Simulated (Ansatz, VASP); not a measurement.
One calculation of Cr, two programs

```
Cr
1.0
     2.88390    0.00000    0.00000
     0.00000    2.88390    0.00000
     0.00000    0.00000    2.88390
Cr
2
Direct
  0.00000 0.00000 0.00000
  0.50000 0.50000 0.50000
```

Alike in both runs: task electric field gradients; functional PBE; k mesh 16 × 16 × 16; occupations gaussian, width 0.05 eV; collinear spin.

```csv
,VASP,Ansatz
version,VASP 6.6.1,Ansatz 0.2.0
potentials or method,"VASP PAW PBE potentials, release 64 (Cr_pv), cutoff 520 eV","scalar-relativistic, plane waves, PAW"
valence electrons in the cell,24,28
```

VASP gave:

| Property | Result |
| --- | --- |
| gap on the k mesh at the Fermi level (eV) | none |
| pressure (GPa) | -3.2 |
| net moment per atom (μB) | 0.00 |
| size of the moment on the site where the two differ most (μB) | 1.25 |

**Question.** What did Ansatz give for the same quantities?

**Answer.** gap on the k mesh at the Fermi level (eV): none; pressure (GPa): -3.1; net moment per atom (μB): 0.00; size of the moment on the site where the two differ most (μB): 1.14.

Site moments also hang on the region over which each program counts them. A gap of «none» marks a metal or a gap that the smearing closes. VASP's potentials hold 24 valence electrons a cell and Ansatz's 28, so a difference there can come from the potentials and not from the codes.
